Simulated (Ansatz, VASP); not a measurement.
**CdS5: VASP beside Ansatz**

```
Cd S
1.0
    -2.70294    3.43413   -0.00170
    -2.74101   -3.46573    0.18141
    -0.10834   -0.49407   17.56865
Cd S
2 10
Direct
  0.03246 0.07875 0.99930
  0.53688 0.58092 0.49894
  0.55076 0.25669 0.32331
  0.05019 0.75403 0.82376
  0.20209 0.03928 0.24761
  0.70373 0.53858 0.74741
  0.40017 0.81255 0.17121
  0.90237 0.31312 0.67088
  0.53348 0.14306 0.07828
  0.03731 0.64379 0.57800
  0.38107 0.06647 0.43055
  0.87748 0.56475 0.93077
```

Change from the starting cell: cell x2, atoms moved at random (sigma 0.05 Å) and cell strained at random (1.5 %), then relaxed without symmetry.

Alike in both runs: functional PBE; k mesh 4 × 4 × 1; occupations gaussian, width 0.1 eV; no spin polarisation.

Ansatz relaxed the structure, and its values are those at the end. VASP's run is a single point on that final structure, the one shown.

|  | VASP | Ansatz |
| --- | --- | --- |
| version | VASP 6.6.1 | Ansatz 0.2.0 |
| potentials or method | VASP PAW PBE potentials, release 64 (Cd, S), cutoff 520 eV | scalar-relativistic, plane waves, PAW |
| valence electrons in the cell | 84 | 100 |

Ansatz gave:

- gap on the k mesh at the Fermi level (eV): 1.21
- least direct gap on the mesh (eV): 1.44
- pressure (GPa): 0.0
- rms of the force components (eV/Å): 0.009

Problem. Estimate VASP's values.

Solution. gap on the k mesh at the Fermi level (eV): 1.24; least direct gap on the mesh (eV): 1.47; pressure (GPa): -0.2; rms of the force components (eV/Å): 0.064.

VASP's potentials hold 84 valence electrons a cell and Ansatz's 100, so a difference there can come from the potentials and not from the codes.
